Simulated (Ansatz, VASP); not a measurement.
## One calculation of Nb, two programs

The input INCAR:

```
SYSTEM = Nb
PREC = Accurate ; ENCUT = 520
EDIFF = 1E-6 ; ISMEAR = -1
SIGMA = 0.2 ; LREAL = .False.
LASPH = .True. ; NELM = 100
ALGO = Normal ; ISIF = 2
LWAVE = .False. ; LCHARG = .True.
GGA = RE ; IVDW = 13
LELF = .True. ; LVHAR = .True.
NBANDS = 12
```

Contents of KPOINTS:

```
regular mesh
0
Gamma
  12 12 12
  0 0 0
```

Contents of POSCAR:

```
Nb
1.0
   -1.6183391774      1.6183391774      1.6183391774
    1.6183391774     -1.6183391774      1.6183391774
    1.6183391774      1.6183391774     -1.6183391774
Nb
1
Direct
    0.0000000000      0.0000000000      0.0000000000
```

Input for Ansatz:

```yaml
crystal:
  lattice:
    - [-1.6183391773868654, 1.6183391773868654, 1.6183391773868654]
    - [1.6183391773868654, -1.6183391773868654, 1.6183391773868654]
    - [1.6183391773868654, 1.6183391773868654, -1.6183391773868654]
  atoms:
    - { symbol: Nb, position: [0.0, 0.0, 0.0] }
accuracy: medium
kpoints:
  mp_grid:
    grid: [12, 12, 12]
hamiltonian:
  xc: revpbe
  dispersion: d4
  pseudopotentials:
    kind: nc
scf:
  algorithm: density_mixing
  occupations:
    method: fermi_dirac
    width: 0.2
output:
  stress: true
```

Alike in both runs: task single point; functional revPBE; dispersion D4; k mesh 12 × 12 × 12; occupations fermi-dirac, width 0.2 eV; no spin polarisation.

|  | VASP | Ansatz |
| --- | --- | --- |
| version | VASP 6.6.1 | Ansatz 0.2.0 |
| potentials or method | VASP PAW PBE potentials, release 64 (Nb_sv) | plane waves, norm-conserving potentials |
| plane-wave cutoff (eV) | 520 | 1116 |
| valence electrons in the cell | 13 | 13 |

```tsv
	VASP	Ansatz	Ansatz less VASP
pressure (GPa)	10.5	10.9	+0.37
```

VASP's potentials were made for PBE, not for revPBE.
